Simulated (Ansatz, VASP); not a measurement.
## One calculation of KNb3O, two programs

File INCAR:

```
SYSTEM = KNb3O
PREC = Accurate
ENCUT = 520
EDIFF = 1E-7
ISMEAR = 0
SIGMA = 0.2
LREAL = .FALSE.
LASPH = .TRUE.
NELM = 60
ALGO = Normal
ISIF = 2
LWAVE = .FALSE.
LCHARG = .TRUE.
GGA = PE
LELF = .TRUE.
LVHAR = .TRUE.
NBANDS = 65
```

File KPOINTS:

```
regular mesh
0
G
  6 6 2
  0 0 0
```

Contents of POSCAR:

```
KNb3O
1.0
    3.5435106533      0.0000000000      0.0000000000
    0.0000000000      3.5435106533      0.0000000000
    0.0000000000      0.0000000000     14.3399707940
K Nb O
2 6 2
Direct
    0.5000000000      0.5000000000      0.2500000000
    0.5000000000      0.5000000000      0.7500000000
    0.5000000000      0.5000000000      0.0000000000
    0.5000000000      0.5000000000      0.5000000000
    0.0000000000      0.0000000000      0.3969283051
    0.0000000000      0.0000000000      0.8969283051
    0.0000000000      0.0000000000      0.1030716949
    0.0000000000      0.0000000000      0.6030716949
    0.0000000000      0.0000000000      0.2500000000
    0.0000000000      0.0000000000      0.7500000000
```

Input for Ansatz:

```yaml
crystal:
  lattice:
    - [3.5435106533, 0.0, 0.0]
    - [0.0, 3.5435106533, 0.0]
    - [0.0, 0.0, 14.339970794]
  atoms:
    - { symbol: K, position: [0.5, 0.5, 0.25] }
    - { symbol: K, position: [0.5, 0.5, 0.75] }
    - { symbol: Nb, position: [0.5, 0.5, 0.0] }
    - { symbol: Nb, position: [0.5, 0.5, 0.5] }
    - { symbol: Nb, position: [0.0, 0.0, 0.3969283051] }
    - { symbol: Nb, position: [0.0, 0.0, 0.8969283051] }
    - { symbol: Nb, position: [0.0, 0.0, 0.1030716949] }
    - { symbol: Nb, position: [0.0, 0.0, 0.6030716949] }
    - { symbol: O, position: [0.0, 0.0, 0.25] }
    - { symbol: O, position: [0.0, 0.0, 0.75] }
basis:
  ecutwfc: 420
kpoints:
  mp_grid: { grid: [6, 6, 2] }
hamiltonian:
  xc: pbe
scf:
  occupations: { method: gaussian, width: 0.2 }
  lower_state_search: "off"
output:
  forces: true
  stress: true
  eigenvalues: true
```

Alike in both runs: task single point; functional PBE; k mesh 6 × 6 × 2; occupations gaussian, width 0.2 eV; no spin polarisation.

```csv
,VASP,Ansatz
version,VASP 6.6.1,Ansatz 0.2.0
potentials or method,"VASP PAW PBE potentials, release 64 (K_sv, Nb_sv, O), cutoff 520 eV","scalar-relativistic, plane waves, PAW"
valence electrons in the cell,108,108
```

Ansatz gave:

| Item | Value |
| --- | --- |
| gap on the k mesh at the Fermi level (eV) | none |
| pressure (GPa) | 0.2 |
| traceless stress, the component that is largest in VASP (GPa) | -0.18 |
| rms of the force components (eV/Å) | 0.003 |

Problem. What did VASP give for the same quantities?

Solution. gap on the k mesh at the Fermi level (eV): none; pressure (GPa): 0.2; traceless stress, the component that is largest in VASP (GPa): -0.34; rms of the force components (eV/Å): 0.008.

Atom by atom the forces differ by 0.005 eV/Å (rms over components). A gap of «none» marks a metal or a gap that the smearing closes.
